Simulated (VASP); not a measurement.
# RbBr in VASP: further runs

The runs below take RbBr through single point, with PBE.

Program: VASP 6.6.1. These are calculated values, not measurements. Logs are shortened: lines on timing, memory, paths and dates and some standing lists are left out, and cuts for length are marked.

## 1. The cell of the first run

The cell holds a wire with vacuum, 2 atoms: a = 9.000 Å, b = 9.300 Å, c = 6.316 Å, α = 90.00°, β = 90.00°, γ = 90.00°.

## 2. Single point, PBE, collinear spin, ferromagnetic start

Input file INCAR:

```
ALGO = Normal
EDIFF = 1E-7
ENCUT = 520
GGA = PE
ISIF = 2
ISMEAR = 0
ISPIN = 2
LASPH = True
LCHARG = False
LORBIT = 11
LREAL = False
LWAVE = False
MAGMOM = 0.5 0.5
NBANDS = 19
NELM = 150
PREC = Accurate
SIGMA = 0.05
```

Input file KPOINTS:

```
k-points
0
Gamma
  1 1 10
```

Input file POSCAR:

```
RbBr
1.0
    9.0000000000      0.0000000000      0.0000000000
    0.0000000000      9.3000000000      0.0000000000
    0.0000000000      0.0000000000      6.3156225742
Rb Br
1 1
Direct
    0.5000000000      0.5000000000      0.0000000000
    0.5000000000      0.5000000000      0.4650000000
```

Potentials or basis: VASP PAW PBE potentials, release 64 (Rb_sv, Br).

Run with:

```bash
$ cat potpaw_PBE.64/Rb_sv/POTCAR potpaw_PBE.64/Br/POTCAR > POTCAR
$ mpirun -np 1 vasp_std > vasp.out
```

OUTCAR:

```text
EDIFF = 1E-7
   ENCUT = 520
   GGA = PE
   ISIF = 2
   ISMEAR = 0
   ISPIN = 2
   LASPH = True
   LORBIT = 11
   LREAL = False
   NELM = 150
   PREC = Accurate

 ion  position               nearest neighbor table
   1  0.500  0.500  0.000-   2 2.94   2 3.38
   2  0.500  0.500  0.465-   1 2.94   1 3.38

  LATTYP: Found a simple orthorhombic cell.
 ALAT       =     6.3156225742
 B/A-ratio  =     1.4250376577
 C/A-ratio  =     1.4725389129

  Lattice vectors:

 A1 = (   0.0000000000,   0.0000000000,   6.3156225742)
 A2 = (   9.0000000000,   0.0000000000,   0.0000000000)
 A3 = (   0.0000000000,   9.3000000000,   0.0000000000)

Analysis of symmetry for initial positions (statically):
=====================================================================
 Subroutine PRICEL returns:
 Original cell was already a primitive cell.

 Routine SETGRP: Setting up the symmetry group for a
 simple orthorhombic supercell.

 Subroutine GETGRP returns: Found  4 space group operations
 (whereof  4 operations were pure point group operations)
 out of a pool of  8 trial point group operations.

The static configuration has the point symmetry C_2v.

Analysis of symmetry for dynamics (positions and initial velocities):
=====================================================================
 Subroutine PRICEL returns:
 Original cell was already a primitive cell.

 Routine SETGRP: Setting up the symmetry group for a
 simple orthorhombic supercell.

 Subroutine GETGRP returns: Found  4 space group operations
 (whereof  4 operations were pure point group operations)
 out of a pool of  8 trial point group operations.

The dynamic configuration has the point symmetry C_2v.

Analysis of structural, dynamic, and magnetic symmetry:
=====================================================================
 Subroutine PRICEL returns:
 Original cell was already a primitive cell.

 Routine SETGRP: Setting up the symmetry group for a
 simple orthorhombic supercell.

 Subroutine GETGRP returns: Found  4 space group operations
 (whereof  4 operations were pure point group operations)
 out of a pool of  8 trial point group operations.

The overall configuration has the point symmetry C_2v.

 Subroutine INISYM returns: Found  4 space group operations
 (whereof  4 operations are pure point group operations),
 and found     1 'primitive' translations

----------------------------------------------------------------------------------------

                                     Primitive cell

  volume of cell :     528.6176

  direct lattice vectors                    reciprocal lattice vectors
     9.000000000  0.000000000  0.000000000     0.111111111  0.000000000  0.000000000
     0.000000000  9.300000000  0.000000000     0.000000000  0.107526882  0.000000000
     0.000000000  0.000000000  6.315622574     0.000000000  0.000000000  0.158337518

  length of vectors
     9.000000000  9.300000000  6.315622574     0.111111111  0.107526882  0.158337518

  position of ions in fractional coordinates (direct lattice)
     0.500000000  0.500000000  0.000000000
     0.500000000  0.500000000  0.465000000

  ion indices of the primitive-cell ions
   primitive index   ion index
                 1           1
                 2           2

----------------------------------------------------------------------------------------

 KPOINTS: k-points

Automatic generation of k-mesh.
 Grid dimensions read from file:
 generate k-points for:    1    1   10

 Generating k-lattice:

  Cartesian coordinates                     Fractional coordinates (reciprocal lattice)
     0.111111111  0.000000000  0.000000000     1.000000000  0.000000000  0.000000000
     0.000000000  0.107526882  0.000000000     0.000000000  1.000000000  0.000000000
     0.000000000  0.000000000  0.015833752     0.000000000  0.000000000  0.100000000

  Length of vectors
     0.111111111  0.107526882  0.015833752

  Shift w.r.t. Gamma in fractional coordinates (k-lattice)
     0.000000000  0.000000000  0.000000000

 Subroutine IBZKPT returns following result:
 ===========================================

 Found      6 irreducible k-points:

 Following reciprocal coordinates:
            Coordinates               Weight
  0.000000  0.000000  0.000000      1.000000
  0.000000  0.000000  0.100000      2.000000
  0.000000  0.000000  0.200000      2.000000
  0.000000  0.000000  0.300000      2.000000
  0.000000  0.000000  0.400000      2.000000
  0.000000  0.000000  0.500000      1.000000
   k-points           NKPTS =      6   k-points in BZ     NKDIM =      6   number of bands    NBANDS=     19
   number of dos      NEDOS =    301   number of ions     NIONS =      2
   total plane-waves  NPLWV = 235200
   dimension x,y,z NGX =    70 NGY =   70 NGZ =   48
   dimension x,y,z NGXF=   140 NGYF=  140 NGZF=   96
   ions per type =               1   1
   NGX,Y,Z   is equivalent  to a cutoff of  12.93, 12.51, 12.64 a.u.
   NGXF,Y,Z  is equivalent  to a cutoff of  25.86, 25.03, 25.27 a.u.
 SYSTEM =  unknown system
   PREC   = accura    normal or accurate (medium, high low for compatibility)
   ISTART =      0    job   : 0-new  1-cont  2-samecut
   ICHARG =      2    charge: 1-file 2-atom 10-const
   ISPIN  =      2    spin polarized calculation?
   LNONCOLLINEAR =      F non collinear calculations
   LSORBIT =      F    spin-orbit coupling
   LASPH  =      T    aspherical Exc in radial PAW
   ENCUT  =  520.0 eV  38.22 Ry    6.18 a.u.  16.73 17.29 11.74*2*pi/ulx,y,z
   NELM   =    150;   NELMIN=  2; NELMDL= -5     # of ELM steps
   EDIFF  = 0.1E-06   stopping-criterion for ELM
   LREAL  =      F    real-space projection
   EDIFFG = 0.1E-05   stopping-criterion for IOM
   NSW    =      0    number of steps for IOM
   IBRION =     -1    ionic relax: 0-MD 1-quasi-New 2-CG
   NFREE  =      0    steps in history (QN), initial steepest desc. (CG)
   ISIF   =      2    stress and relaxation
   ISYM   =      2    0-nonsym 1-usesym 2-fastsym
   POTIM  = 0.5000    time-step for ionic-motion
   TEBEG  =    0.0;   TEEND  =   0.0 temperature during run
   PSTRESS=    0.0 pullay stress
   NELECT =      16.0000    total number of electrons
   NUPDOWN=      -1.0000    fix difference up-down
   EMIN   =  10.00;   EMAX   =-10.00  energy-range for DOS
   EFERMI =   0.00;   METHOD = LEGACY
   ISMEAR =     0;   SIGMA  =   0.05  broadening in eV -4-tet -1-fermi 0-gaus
   EFERMI_NEDOS =   21; number of points for ismear=-14 and -15
   IALGO  =     38    algorithm
   IMIX   =      4    mixing-type and parameters
     AMIX     =   0.40;   BMIX     =  1.00
     AMIX_MAG =   1.60;   BMIX_MAG =  1.00
  volume/ion in A,a.u.               =     264.31      1783.64
  Fermi-wavevector in a.u.,A,eV,Ry     =   0.510193  0.964124  3.541551  0.260297
  Thomas-Fermi vector in A             =   1.523074
   LORBIT       =     11    0 simple, 1 ext, 2 COOP (PROOUT), +10 PAW based schemes
   GGA     = PE    functional components
   LHFCALC =     F    Hartree Fock is set to
   AEXX    =    0.0000 exact exchange contribution
   IVDW    =     0    specifies the selected vdW correction
   LEPSILON=     F    determine dielectric tensor
   LRPA    =     F    only Hartree local field effects (RPA)
 spin polarized calculation
 Gauss-broadening in eV      SIGMA  =   0.05
  energy-cutoff  :      520.00
  volume of cell :      528.62
 maximum number of plane-waves:     14261
 NGX is ok and might be reduce to    70
   NGX = 33   NGY = 35   NGZ = 23

 number of electron      16.0000000 magnetization       0.0000037

 number of electron      16.0000000 magnetization      -0.0000019

 Free energy of the ion-electron system (eV)
  ---------------------------------------------------
  ext. energy  EPLUGINS =         0.00000000
  ---------------------------------------------------
  free energy    TOTEN  =        -5.18461573 eV

  energy without entropy =       -5.18461573  energy(sigma->0) =       -5.18461573

 E-fermi :  -4.4647     XC(G=0):  -1.9426

 val. band max:       -4.7104999352   @ k =   0.0000   0.0000   0.0000
 cond. band min:      -0.8066656462   @ k =   0.0000   0.0000   0.0000
 fundamental gap:      3.9038342890
 Fermi energy:        -4.4647153767

 spin component 1

 k-point     1 :       0.0000    0.0000    0.0000
  band No.  band energies     occupation
      1     -30.4993      1.00000
      2     -16.7044      1.00000
      3     -14.6750      1.00000
      4     -14.6749      1.00000
      5     -14.5035      1.00000
      6      -4.7750      1.00000
[... 11 lines left out ...]
     18       3.1585      0.00000
     19       3.2786      0.00000
[... 89 lines left out ...]
 k-point     6 :       0.0000    0.0000    0.5000
  band No.  band energies     occupation
      1     -30.4989      1.00000
      2     -16.8486      1.00000
      3     -14.6736      1.00000
      4     -14.6734      1.00000
      5     -14.2105      1.00000
      6      -5.4167      1.00000
[... 11 lines left out ...]
     18       2.4464      0.00000
     19       3.1029      0.00000
 Fermi energy:        -4.4647153767

 spin component 2

 k-point     1 :       0.0000    0.0000    0.0000
  band No.  band energies     occupation
      1     -30.4993      1.00000
      2     -16.7044      1.00000
      3     -14.6750      1.00000
      4     -14.6749      1.00000
      5     -14.5035      1.00000
      6      -4.7750      1.00000
[... 11 lines left out ...]
     18       3.1592      0.00000
     19       3.2795      0.00000
[... 89 lines left out ...]
 k-point     6 :       0.0000    0.0000    0.5000
  band No.  band energies     occupation
      1     -30.4989      1.00000
      2     -16.8486      1.00000
      3     -14.6736      1.00000
      4     -14.6734      1.00000
      5     -14.2105      1.00000
      6      -5.4167      1.00000
[... 11 lines left out ...]
     18       2.4486      0.00000
     19       3.1059      0.00000

------------------------ aborting loop because EDIFF is reached ----------------------------------------

  FORCE on cell =-STRESS in cart. coord.  units (eV):
  Direction    XX          YY          ZZ          XY          YZ          ZX
  --------------------------------------------------------------------------------------
  -------------------------------------------------------------------------------------
  Total        0.0375124      0.0268018      1.2766869      0.0000000      0.0000000      0.0000000
  in kB        0.1136956      0.0812330      3.8694867      0.0000000      0.0000000      0.0000000
  external PRESSURE =       1.3548051 kB  Pullay stress =       0.0000000 kB

 VOLUME and BASIS-vectors are now :
 -----------------------------------------------------------------------------
  energy-cutoff  :      520.00
  volume of cell :      528.62
      direct lattice vectors                 reciprocal lattice vectors
     9.000000000  0.000000000  0.000000000     0.111111111  0.000000000  0.000000000
     0.000000000  9.300000000  0.000000000     0.000000000  0.107526882  0.000000000
     0.000000000  0.000000000  6.315622574     0.000000000  0.000000000  0.158337518

 POSITION                                       TOTAL-FORCE (eV/Angst)
 -----------------------------------------------------------------------------------
      4.50000      4.65000      0.00000         0.000000      0.000000     -0.848329
      4.50000      4.65000      2.93676         0.000000      0.000000      0.848329
 -----------------------------------------------------------------------------------
    total drift:                                0.000000      0.000000     -0.000014

  FREE ENERGIE OF THE ION-ELECTRON SYSTEM (eV)
  ---------------------------------------------------
  free  energy   TOTEN  =        -5.1846157305 eV

  energy  without entropy=       -5.1846157305  energy(sigma->0) =       -5.18461573

 total charge

# of ion       s       p       d       tot
------------------------------------------
    1        1.940   5.349   0.027   7.316
    2        1.601   3.289   0.001   4.891
--------------------------------------------------
tot          3.541   8.638   0.028  12.207

 magnetization (x)

# of ion       s       p       d       tot
------------------------------------------
    1        0.000  -0.000   0.000  -0.000
    2       -0.000  -0.000   0.000  -0.000
--------------------------------------------------
tot         -0.000  -0.000   0.000  -0.000
```

It took 4.1 min on 1 thread of Intel Xeon 6975P-C, shared host; peak memory 0.74 GiB.

What came out:

```
Free energy                                           : -5.1846 eV
Largest force                                         : 0.848 eV/Å
Band gap on the k mesh                                : 3.90 eV, direct
Net moment                                            : 0.00 μB per cell
Valence electrons inside the program's atomic spheres : Rb 7.32; Br 4.89
```

Forces on the atoms (eV/Å):
```
Rb   0.000  0.000 -0.848
Br   0.000  0.000  0.848
```

## 3. Single point, PBE, collinear spin, ferromagnetic start

This run uses another cell than the first one, of 183.67 Å³/atom, 0.695 times its volume.

Input file INCAR:

```
  ALGO = Normal
  EDIFF = 1E-7
  ENCUT = 520
  GGA = PE
  ISIF = 2
  ISMEAR = 0
  ISPIN = 2
  LASPH = True
  LCHARG = False
  LORBIT = 11
  LREAL = False
  LWAVE = False
  MAGMOM = 0.5 0.5
  NBANDS = 19
  NELM = 150
  PREC = Accurate
  SIGMA = 0.05
```

Input file KPOINTS:

```
k-points
0
Gamma
  1 1 19
```

Input file POSCAR:

```
RbBr
1.0
   11.8000000000      0.0000000000      0.0000000000
    0.0000000000      9.3000000000      0.0000000000
    0.0000000000      0.0000000000      3.3472799643
Rb Br
1 1
Direct
    0.3795749933      0.5000000000      0.0000000000
    0.6204250067      0.5000000000      0.5000000000
```

Potentials or basis: VASP PAW PBE potentials, release 64 (Rb_sv, Br).

Run with:

```bash
$ cat potpaw_PBE.64/Rb_sv/POTCAR potpaw_PBE.64/Br/POTCAR > POTCAR
$ mpirun -np 1 vasp_std > vasp.out
```

It took 6.2 min on 1 thread of Intel Xeon 6975P-C, shared host; peak memory 0.6 GiB.

It converged, with:

```yaml
Free_energy: -3.6084 eV
Largest_force: 0.788 eV/Å
Band_gap_on_the_k_mesh: 0.09 eV, indirect (least direct gap 0.12 eV)
Net_moment: 0.00 μB per cell
Valence_electrons_inside_the_program's_atomic_spheres: Rb 7.31; Br 4.82
```

Forces on the atoms (eV/Å):
```
Rb   0.788  0.000  0.000
Br  -0.788  0.000  0.000
```

Levels at points of the mesh, in eV from the valence-band top:
Spin up:
| k point | band 6 | band 7 | band 8 | band 9 | band 10 | band 11 |
| --- | --- | --- | --- | --- | --- | --- |
| (0.00, 0.00, 0.00) | -2.43 | -2.05 | 0.00 | 0.14 | 1.85 | 2.01 |
Spin down:
```tsv
k point	band 5	band 6	band 7	band 8	band 9	band 10	band 11	band 12
(0.00, 0.00, 0.00)	-12.79	-2.43	-2.05	0.00	0.14	1.85	2.01	2.15
```

## 4. Single point, PBE, collinear spin, ferromagnetic start

This run uses another cell than the first one, of 274.88 Å³/atom, 1.040 times its volume.

Input file INCAR:

```
SYSTEM = RbBr
PREC = Accurate ; ENCUT = 520
EDIFF = 1E-6 ; ISMEAR = 0
SIGMA = 0.05 ; LREAL = .FALSE.
LASPH = .TRUE. ; NELM = 150
ALGO = Normal ; ISIF = 2
LWAVE = .FALSE. ; LCHARG = .FALSE.
ISPIN = 2 ; MAGMOM = 0.5 0.5
LORBIT = 11 ; GGA = PE
NBANDS = 19
```

Input file KPOINTS:

```
Automatic mesh
0
G
  1 1 12
  0 0 0
```

Input file POSCAR:

```
RbBr
1.0
   10.4000000000      0.0000000000      0.0000000000
    0.0000000000      9.3000000000      0.0000000000
    0.0000000000      0.0000000000      5.6840603168
Rb Br
1 1
Direct
    0.4316819673      0.5000000000      0.0000000000
    0.5683180327      0.5000000000      0.5000000000
```

Run with:

```bash
$ cat potpaw_PBE.64/Rb_sv/POTCAR potpaw_PBE.64/Br/POTCAR > POTCAR
$ mpirun -np 1 vasp_std > vasp.out
```

Run time: 5.4 min. Hardware: 1 thread of Intel Xeon 6975P-C, shared host; peak memory 0.74 GiB.

Results (log left out):

```
Free energy                                           : -5.2089 eV
Largest force                                         : 0.125 eV/Å
Band gap on the k mesh                                : 3.70 eV, indirect (least direct gap 3.71 eV)
Net moment                                            : 0.00 μB per cell
Valence electrons inside the program's atomic spheres : Rb 7.31; Br 4.88
```

Forces in eV/Å, atoms in the order of the input:
```
Rb   0.125  0.000  0.000
Br  -0.125  0.000  0.000
```

Levels at points of the mesh, in eV from the valence-band top:
Spin up:
```tsv
k point	band 5	band 6	band 7	band 8	band 9	band 10	band 11	band 12
(0.00, 0.00, 0.00)	-9.97	-0.21	-0.17	-0.01	3.70	5.38	5.57	5.81
(0.00, 0.00, 0.50)	-9.76	-0.42	-0.04	0.00	4.68	5.09	6.25	6.34
```
Spin down:
```csv
k point,band 5,band 6,band 7,band 8,band 9,band 10,band 11,band 12
"(0.00, 0.00, 0.00)",-9.97,-0.21,-0.17,-0.01,3.70,5.38,5.57,5.80
"(0.00, 0.00, 0.50)",-9.76,-0.42,-0.04,0.00,4.68,5.08,6.25,6.33
```

## 5. The runs side by side

| cell | k mesh | gap on the mesh (eV) | moment (μB) | largest force (eV/Å) |
| --- | --- | --- | --- | --- |
| a = 9.000, b = 9.300, c = 6.316 Å, 2 atoms | 1 × 1 × 10 | 3.90 | 0.00 | 0.85 |
| a = 11.800, b = 9.300, c = 3.347 Å, 2 atoms | 1 × 1 × 19 | 0.09 | 0.00 | 0.79 |
| a = 10.400, b = 9.300, c = 5.684 Å, 2 atoms | 1 × 1 × 12 | 3.70 | 0.00 | 0.13 |

Alike in all rows: task single point; level PBE; potentials or basis VASP PAW PBE potentials, release 64 (Rb_sv, Br); spin collinear, ferromagnetic start; cutoff (eV) 520; smearing gaussian 0.05 eV.

Total energies depend on the potentials used, so only differences within one code and one set of settings carry meaning.
